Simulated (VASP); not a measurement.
Mg2CdSe3: single point with PBE

Mg2CdSe3:

```
Mg Cd Se
1.0
     4.15965    0.00000    0.00000
    -2.07983    3.60237    0.00000
     0.00000    0.00000   10.15011
Mg Cd Se
2 1 3
Direct
  0.66667 0.33333 0.33524
  0.33333 0.66667 0.66067
  0.00000 0.00000 0.00327
  0.00000 0.00000 0.25924
  0.66667 0.33333 0.58343
  0.33333 0.66667 0.90815
```

This cell differs from its parent crystal: volume scaled by 0.91, then relaxed in part.

```yaml
Program: VASP 6.6.1
Task: single point
Functional: PBE
Potentials_or_basis: VASP PAW PBE potentials, release 64 (Mg, Cd, Se)
Cutoff: 520 eV
k_mesh: 6 × 6 × 4
Occupations: gaussian, width 0.02 eV
Spin: no spin polarisation
Dipole_correction: no
Further_INCAR_settings: ALGO = Normal; EDIFF = 1e-07; NBANDS = 26
```

- Pressure: 5.3 GPa
- Largest force: 0.041 eV/Å
- Band gap on the k mesh: 1.74 eV, direct

Forces in eV/Å, atoms in the order of the input:
```
Mg   0.000  0.000  0.000
Mg   0.000  0.000  0.000
Cd   0.000  0.000  0.000
Se   0.000  0.000  0.039
Se   0.000  0.000  0.002
Se   0.000  0.000 -0.041
```

Levels at points of the mesh, in eV from the valence-band top:
```
           k point  band 13  band 14  band 15  band 16  band 17  band 18  band 19  band 20  band 21  band 22
(0.00, 0.00, 0.00)    -0.87    -0.87    -0.32     0.00     0.00     1.74     3.40     3.75     6.32     6.46
(0.50, 0.00, 0.00)    -1.82    -1.73    -1.53    -1.30    -0.93     2.90     3.83     4.34     4.41     5.73
(0.00, 0.00, 0.50)    -1.08    -0.82    -0.82    -0.02    -0.02     2.60     3.21     3.65     5.98     6.41
(0.50, 0.00, 0.50)    -2.10    -1.75    -1.55    -0.87    -0.78     3.26     3.43     3.80     4.97     5.27
```

Run time: 62 s on 1 thread of Intel(R) Xeon(R) 6975P-C (Granite Rapids), on a shared host, peak memory 0.32 GiB.

 A k mesh can miss the band edges.
